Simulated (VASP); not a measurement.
Crystal: ZrPbO4.

```
CELL_PARAMETERS angstrom
3.75543 0.00000 0.00000
0.00000 3.75543 0.00000
0.00000 0.00000 5.39655
ATOMIC_POSITIONS crystal
Zr 0.50000 0.50000 0.50000
Pb 0.00000 0.00000 0.00000
O 0.50000 0.00000 0.76315
O 0.00000 0.50000 0.23685
O 0.50000 0.00000 0.23685
O 0.00000 0.50000 0.76315
```

The cell was built from a structure type or drawn by symmetry, and may not be a known phase.

| Quantity | Value |
| --- | --- |
| Program | VASP 6.6.1 |
| Task | relaxation of cell and atoms |
| Functional | PBE |
| Potentials or basis | VASP PAW PBE potentials, release 64 (Zr_sv, Pb_d, O) |
| Cutoff | 600 eV |
| k mesh | 4 × 4 × 4 |
| Occupations | gaussian, width 0.1 eV |
| Spin | no spin polarisation |

At the start: pressure -7.7 GPa; volume 12.68 Å³/atom.

Q: Where does the relaxation end?

A: Over 6 steps the energy falls by 122.5 meV/atom and the volume is 12.14 Å³/atom (-4.3 %); space group P4/mmm (No. 123, to 0.1 Å) before and after.

The path:
```tsv
step	energy change (eV)	largest force (eV/Å)	pressure (GPa)	volume (Å³)
1	0.0000	2.3722	-7.67	76.11
2	-0.6358	0.1994	8.89	69.60
3	-0.6545	0.5659	5.87	70.48
4	-0.7219	0.1760	-2.35	73.92
5	-0.7333	0.0144	-0.27	72.94
6	-0.7349	0.0136	0.04	72.82
```

Final structure:
```cif
data_structure
_symmetry_space_group_name_H-M 'P 1'
_symmetry_Int_Tables_number 1
_cell_length_a 3.7119
_cell_length_b 3.7119
_cell_length_c 5.2852
_cell_angle_alpha 90.000
_cell_angle_beta 90.000
_cell_angle_gamma 90.000
_cell_volume 72.82
loop_
_atom_site_label
_atom_site_type_symbol
_atom_site_fract_x
_atom_site_fract_y
_atom_site_fract_z
_atom_site_occupancy
Zr1 Zr 0.50000 0.50000 0.50000 1
Pb1 Pb 0.00000 0.00000 0.00000 1
O1 O 0.50000 0.00000 0.73873 1
O2 O 0.00000 0.50000 0.26127 1
O3 O 0.50000 0.00000 0.26127 1
O4 O 0.00000 0.50000 0.73873 1
```

Caveat: the k points lie up to 0.42 Å⁻¹ apart in the final cell.
